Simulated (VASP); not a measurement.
Cu: single point with PBE

The system is Cu.

```
Cu
1.0
     0.00000    2.65877    2.65877
     2.65877    0.00000    2.65877
     2.65877    2.65877    0.00000
Cu
2
Direct
  0.00000 0.00000 0.00000
  0.25000 0.25000 0.25000
```

```
Program                : VASP 6.6.1
Task                   : single point
Functional             : PBE
Potentials or basis    : VASP PAW PBE potentials, release 64 (Cu)
Cutoff                 : 520 eV
k mesh                 : 18 × 18 × 18
Occupations            : fermi-dirac, width 0.0612256 eV
Spin                   : no spin polarisation
Dipole correction      : no
Further INCAR settings : ALGO = Normal; EDIFF = 1e-06; NBANDS = 18
```

* Pressure: 1.1 GPa
* Band gap on the k mesh: zero (band 11 reaches 3.52 eV, above the bottom of band 12 at 2.55 eV)

Levels at points of the mesh, in eV from the Fermi level:
```tsv
k point	band 9	band 10	band 11	band 12	band 13	band 14
(0.00, 0.00, 0.00)	-1.88	-1.22	-1.22	9.88	9.88	9.88
(0.50, 0.00, 0.00)	-1.49	-1.31	-1.31	-0.37	7.17	7.17
(0.50, 0.50, 0.00)	-1.22	-1.22	0.23	0.23	3.79	3.79
```

Run time: 110 s on 1 thread of Intel(R) Xeon(R) Platinum 8259CL CPU @ 2.50GHz (Skylake/Cascade Lake), on a shared host, peak memory 0.23 GiB.
